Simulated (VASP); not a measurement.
A run of VASP 6.6.1:

File POSCAR:

```
MgO
1.0
    0.0000000000      2.1021680266      2.1021680266
    2.1021680266      0.0000000000      2.1021680266
    2.1021680266      2.1021680266      0.0000000000
Mg O
1 1
Direct
    0.0000000000      0.0000000000      0.0000000000
    0.5000000000      0.5000000000      0.5000000000
```

File INCAR.step1:

```
PREC = Accurate
ENCUT = 660
ISMEAR = 0
SIGMA = 0.01
LREAL = False
LASPH = True
NELM = 120
NBANDS = 15
GGA = PE
ALGO = Normal
EDIFF = 1E-5
LWAVE = True
LCHARG = False
GGA_COMPAT = False
```

Contents of INCAR.step2:

```
PREC = Accurate
ENCUT = 660
EDIFF = 1E-6
ISMEAR = 0
SIGMA = 0.01
LREAL = False
LASPH = True
NELM = 120
ALGO = Normal
ISIF = 2
LWAVE = False
LCHARG = False
METAGGA = R2SCAN
LMIXTAU = True
NBANDS = 15
ISTART = 1
GGA_COMPAT = False
```

File KPOINTS:

```
Automatic mesh
0
Gamma
  8 8 8
```

Potentials or basis: VASP PAW PBE potentials, release 64 (Mg_sv, O).

Command:

```sh
$ cat potpaw_PBE.64/Mg_sv/POTCAR potpaw_PBE.64/O/POTCAR > POTCAR
$ cp INCAR.step1 INCAR
$ mpirun -np 1 vasp_std > vasp.out
$ cp INCAR.step2 INCAR
$ mpirun -np 1 vasp_std > vasp.out
```

Hardware: 1 thread of Intel(R) Xeon(R) Platinum 8259CL CPU @ 2.50GHz (Skylake/Cascade Lake) (shared host).

Problem. How long does it take, and how much memory?

Solution. It took 57 s on 1 thread of Intel(R) Xeon(R) Platinum 8259CL CPU @ 2.50GHz (Skylake/Cascade Lake), with other jobs on the host, peak memory 0.16 GiB. Counts: k points 29.
